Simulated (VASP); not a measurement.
A run of VASP 6.6.1:

File INCAR:

```
ALGO = Normal
EDIFF = 1E-7
ENCUT = 520
GGA = RP
ISIF = 2
ISMEAR = -1
LASPH = True
LCHARG = True
LELF = True
LREAL = False
LVHAR = True
LWAVE = False
NBANDS = 26
NELM = 60
PREC = Accurate
SIGMA = 0.1
```

KPOINTS

```
k-points
0
Gamma
  10 10 14
```

File POSCAR:

```
Mn
1.0
    3.8260893916      0.0000000000      0.0000000000
   -1.9130446958      3.3134906103      0.0000000000
    0.0000000000      0.0000000000      2.3982834201
Mn
3
Direct
    1.0000000000      1.0000000000      0.0000000000
    0.3333333333      0.6666666667      0.5000000000
    0.6666666667      0.3333333333      0.5000000000
```

Potentials or basis: VASP PAW PBE potentials, release 64 (Mn_pv).

The run is started by

```bash
$ cat potpaw_PBE.64/Mn_pv/POTCAR > POTCAR
$ mpirun -np 1 vasp_std > vasp.out
```

Hardware: 1 thread of Intel Xeon 6975P-C (shared host).

Problem. How long does it take, and how much memory?

Solution. Wall time 74 s on 1 thread of Intel Xeon 6975P-C, on a shared host, peak memory 0.19 GiB. Counts: scf iterations 18, k points 112.
